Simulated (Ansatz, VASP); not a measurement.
# Cd3O2 in VASP and in Ansatz

```xyz
5
Lattice="2.8135 1.6244 3.4221 -2.8135 1.6244 3.4221 0.0000 -3.2488 3.4221" Properties=species:S:1:pos:R:3 pbc="T T T"
Cd   -1.4068   -0.8122    3.4221
Cd    1.4068   -0.8122    3.4221
Cd    0.0000    1.6244    3.4221
O     0.0000    0.0000    5.1331
O     0.0000    0.0000    0.0000
```

Alike in both runs: functional PBE; k mesh 4 × 4 × 4; occupations gaussian, width 0.2 eV; no spin polarisation.

Ansatz relaxed the structure, and its values are those at the end. VASP's run is a single point on that final structure, the one shown.

|  | VASP | Ansatz |
| --- | --- | --- |
| version | VASP 6.6.1 | Ansatz 0.2.0 |
| potentials or method | VASP PAW PBE potentials, release 64 (Cd, O), cutoff 600 eV | scalar-relativistic, plane waves, PAW |
| valence electrons in the cell | 48 | 72 |

|  | VASP | Ansatz | Ansatz less VASP |
| --- | --- | --- | --- |
| gap on the k mesh at the Fermi level (eV) | none | none | - |
| pressure (GPa) | 0.4 | 0.0 | -0.47 |

A gap of «none» marks a metal or a gap that the smearing closes. VASP's potentials hold 48 valence electrons a cell and Ansatz's 72, so a difference there can come from the potentials and not from the codes.
